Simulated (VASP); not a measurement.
Input of a VASP 6.6.1 run:

Contents of INCAR:

```
SYSTEM = Al4As3
ALGO = Normal ; EDIFF = 1E-6
ENCUT = 520 ; GGA = PS
ISIF = 2 ; ISMEAR = -1
LASPH = .TRUE. ; LCHARG = .TRUE.
LELF = .TRUE. ; LREAL = .FALSE.
LVHAR = .TRUE. ; LWAVE = .FALSE.
NBANDS = 22 ; NELM = 80
PREC = Accurate ; SIGMA = 0.1
```

KPOINTS

```
k-points
0
G
  8 8 8
  0 0 0
```

Contents of POSCAR:

```
Al4As3
1.0
    0.0000000000     -1.9621120000      3.3108000000
    0.7521260000     -1.8122230000     -3.3108000000
    9.8462110000      0.0000000000      0.0000000000
Al As
4 3
Direct
    0.2950000000      0.5900000000      0.1150000000
    0.8710000000      0.7420000000      0.3870000000
    0.7040000000      0.4080000000      0.8880000000
    0.1310000000      0.2620000000      0.6070000000
    0.2190000000      0.4380000000      0.3430000000
    0.7830000000      0.5660000000      0.6510000000
    0.0000000000      0.0000000000      0.0000000000
```

Potentials or basis: VASP PAW PBE potentials, release 64 (Al, As).

The run is started by

```console
$ cat potpaw_PBE.64/Al/POTCAR potpaw_PBE.64/As/POTCAR > POTCAR
$ mpirun -np 1 vasp_std > vasp.out
```

Problem. Estimate the band gap on the k mesh.

Solution. Zero (an odd number of electrons rules out a gap without spin polarisation).

Problem. What does it give for the pressure?

Solution. 25.8 GPa.

Forces in eV/Å, atoms in the order of the input:
```
Al  -2.384 -0.475 -0.282
Al   0.595  0.119  0.070
Al   1.164  0.232  0.137
Al  -0.564 -0.112 -0.067
As   1.451  0.289  0.171
As  -0.305 -0.061 -0.036
As   0.043  0.009  0.005
```

Caveat: the cell stands under pressure; the PAW data sets were made with another functional, which shifts forces and pressure a little.
